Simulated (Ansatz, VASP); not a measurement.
**MoSe: VASP beside Ansatz**

```
CELL_PARAMETERS angstrom
0.00000 2.85824 2.85824
2.85824 0.00000 2.85824
2.85824 2.85824 0.00000
ATOMIC_POSITIONS crystal
Mo 0.00000 0.00000 0.00000
Se 0.50000 0.50000 0.50000
```

Alike in both runs: functional PBE; k mesh 6 × 6 × 6; occupations gaussian, width 0.1 eV; collinear spin; Hubbard terms Mo d U = 4.38 eV.

Ansatz relaxed the structure, and its values are those at the end. VASP's run is a single point on that final structure, the one shown.

```csv
,VASP,Ansatz
version,VASP 6.6.1,Ansatz 0.2.0
potentials or method,"VASP PAW PBE potentials, release 64 (Mo_sv, Se), cutoff 500 eV","scalar-relativistic, plane waves, PAW"
valence electrons in the cell,20,30
```

VASP gave:

| Quantity | Value |
| --- | --- |
| gap on the k mesh at the Fermi level (eV) | none |
| pressure (GPa) | -0.9 |
| net moment per atom (μB) | 2.00 |
| size of the moment on the site where the two differ most (μB) | 3.63 |

**Question.** Estimate Ansatz's values.

**Answer.** gap on the k mesh at the Fermi level (eV): none; pressure (GPa): 0.4; net moment per atom (μB): 2.00; size of the moment on the site where the two differ most (μB): 3.38.

Site moments also hang on the region over which each program counts them. The programs project onto different local orbitals, so the same U acts differently, and such runs can settle in different states. A gap of «none» marks a metal or a gap that the smearing closes. VASP's potentials hold 20 valence electrons a cell and Ansatz's 30, so a difference there can come from the potentials and not from the codes. Ansatz's warnings: filled band counts differ across k points.
